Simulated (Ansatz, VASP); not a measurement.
## Re in VASP and in Ansatz

Contents of INCAR:

```
SYSTEM = Re
ALGO = Normal
EDIFF = 1E-6
ENCUT = 560
GGA = PE
GGA_COMPAT = .FALSE.
ISIF = 2
ISMEAR = 0
LASPH = .TRUE.
LCHARG = .FALSE.
LREAL = .FALSE.
LWAVE = .FALSE.
NBANDS = 14
NELM = 120
PREC = Accurate
SIGMA = 0.15
```

File KPOINTS:

```
k-points
0
G
  10 10 10
  0 0 0
```

The input POSCAR:

```
Re
1.0
    0.0000000000      2.1556881593      1.6663469472
    2.1556881593      0.0000000000      1.6663469472
    2.1556881593      2.1556881593      0.0000000000
Re
1
Direct
    0.0000000000      0.0000000000      0.0000000000
```

Input for Ansatz:

```yaml
crystal:
  lattice:
    - [0.0, 2.1556881593, 1.6663469472]
    - [2.1556881593, 0.0, 1.6663469472]
    - [2.1556881593, 2.1556881593, 0.0]
  atoms:
    - { symbol: Re, position: [0.0, 0.0, 0.0] }
basis:
  ecutwfc: 420
kpoints:
  mp_grid: { grid: [10, 10, 10] }
hamiltonian:
  xc: pbe
scf:
  occupations: { method: gaussian, width: 0.15 }
output:
  forces: true
  stress: true
  eigenvalues: true
```

Alike in both runs: task single point; functional PBE; k mesh 10 × 10 × 10; occupations gaussian, width 0.15 eV; no spin polarisation.

|  | VASP | Ansatz |
| --- | --- | --- |
| version | VASP 6.6.1 | Ansatz 0.2.0 |
| potentials or method | VASP PAW PBE potentials, release 64 (Re_sv_GW), cutoff 560 eV | scalar-relativistic, plane waves, PAW |
| valence electrons in the cell | 15 | 15 |

Ansatz gave:

| Quantity | Value |
| --- | --- |
| gap on the k mesh at the Fermi level (eV) | none |
| pressure (GPa) | -8.2 |
| traceless stress, the component that is largest in VASP (GPa) | 2.01 |

Problem. What did VASP give for the same quantities?

Solution. gap on the k mesh at the Fermi level (eV): none; pressure (GPa): -9.6; traceless stress, the component that is largest in VASP (GPa): 2.00.

A gap of «none» marks a metal or a gap that the smearing closes.

Spin-orbit coupling is off throughout.
